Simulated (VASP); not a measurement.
**Rh: single point with LDA**

Rh:

```xyz
4
Lattice="2.6041 0.0000 0.0000 -1.3020 2.2552 0.0000 0.0000 0.0000 8.2046" Properties=species:S:1:pos:R:3 pbc="T T T"
Rh    0.0000    0.0000    0.0000
Rh    0.0000    1.5035    2.0511
Rh    0.0000    0.0000    4.1023
Rh    1.3021    0.7517    6.1534
```

This isn't the form of Rh at room conditions, which is fcc.

| Item | Value |
| --- | --- |
| Program | VASP 6.6.1 |
| Task | single point |
| Functional | LDA |
| Potentials or basis | VASP PAW LDA potentials, release 64 (Rh_pv) |
| Cutoff | 520 eV |
| k mesh | 18 × 18 × 6 |
| Occupations | gaussian, width 0.15 eV |
| Spin | no spin polarisation |

The pressure is 40.1 GPa. The band gap on the k mesh is zero (bands 30 and 31 overlap by 2.38 eV).

Stress tensor (GPa, compression positive):
```
33.66  0.00  0.00
 0.00 33.66  0.00
 0.00  0.00 53.02
```

Levels at points of the mesh, in eV from the Fermi level:
```
           k point  band 26  band 27  band 28  band 29  band 30  band 31  band 32  band 33  band 34  band 35
(0.00, 0.00, 0.00)    -3.27    -3.27    -1.96    -1.96    -1.26    -1.26    -0.41    -0.41     0.60     0.60
(0.50, 0.00, 0.00)     0.50     0.60     0.65     0.81     0.91     1.06     1.09     1.12     2.30     4.84
(0.00, 0.00, 0.50)    -3.67    -1.49    -1.49    -1.49    -1.49    -1.12    -1.12     0.09     0.09     0.09
(0.50, 0.00, 0.50)    -1.23    -0.14    -0.14     0.54     0.54     0.89     0.89     3.19     3.19     4.70
```

Run time: 3.3 min on 1 thread of Intel Xeon 8259CL, on a shared host, peak memory 0.29 GiB.

Caveat: the stress differs along the axes, from 34 to 53 GPa.
